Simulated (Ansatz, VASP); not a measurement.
## Two plane-wave programs on Si

Contents of INCAR:

```
SYSTEM = Si
PREC = Accurate ; ENCUT = 500
EDIFF = 1E-6 ; ISMEAR = -1
SIGMA = 0.05 ; LREAL = .FALSE.
LASPH = .TRUE. ; NELM = 120
ALGO = Normal ; ISIF = 2
LWAVE = .FALSE. ; LCHARG = .TRUE.
GGA = PE ; LELF = .TRUE.
LVHAR = .TRUE. ; NBANDS = 11
GGA_COMPAT = .FALSE.
```

Contents of KPOINTS:

```
regular mesh
0
G
  10 10 10
  0 0 0
```

File POSCAR:

```
Si
1.0
    0.0000000000      2.7154800000      2.7154800000
    2.7154800000      0.0000000000      2.7154800000
    2.7154800000      2.7154800000      0.0000000000
Si
2
Direct
    0.5000000000      0.5000000000      0.5000000000
    0.7500000000      0.7500000000      0.7500000000
```

Input for Ansatz:

```yaml
crystal:
  lattice:
    - [0.0, 2.71548, 2.71548]
    - [2.71548, 0.0, 2.71548]
    - [2.71548, 2.71548, 0.0]
  atoms:
    - { symbol: Si, position: [0.5, 0.5, 0.5] }
    - { symbol: Si, position: [0.75, 0.75, 0.75] }
hamiltonian:
  xc: pbe
  pseudopotentials: { kind: paw }
basis:
  ecutwfc: 420
kpoints:
  mp_grid: { grid: [10, 10, 10] }
scf:
  occupations: { method: fermi_dirac, width: 0.05 }
  lower_state_search: "off"
  max_iter: 10
output:
  forces: true
  stress: true
```

Alike in both runs: task single point; functional PBE; k mesh 10 × 10 × 10; occupations fermi-dirac, width 0.05 eV; no spin polarisation.

|  | VASP | Ansatz |
| --- | --- | --- |
| version | VASP 6.6.1 | Ansatz 0.2.0 |
| potentials or method | VASP PAW PBE potentials, release 64 (Si), cutoff 500 eV | PAW, plane waves, scalar-relativistic |
| valence electrons in the cell | 8 | 8 |

|  | VASP | Ansatz | Ansatz less VASP |
| --- | --- | --- | --- |
| pressure (GPa) | 1.9 | 2.0 | +0.08 |

With one functional, cell and mesh, what is left measures potentials, basis and numerics.
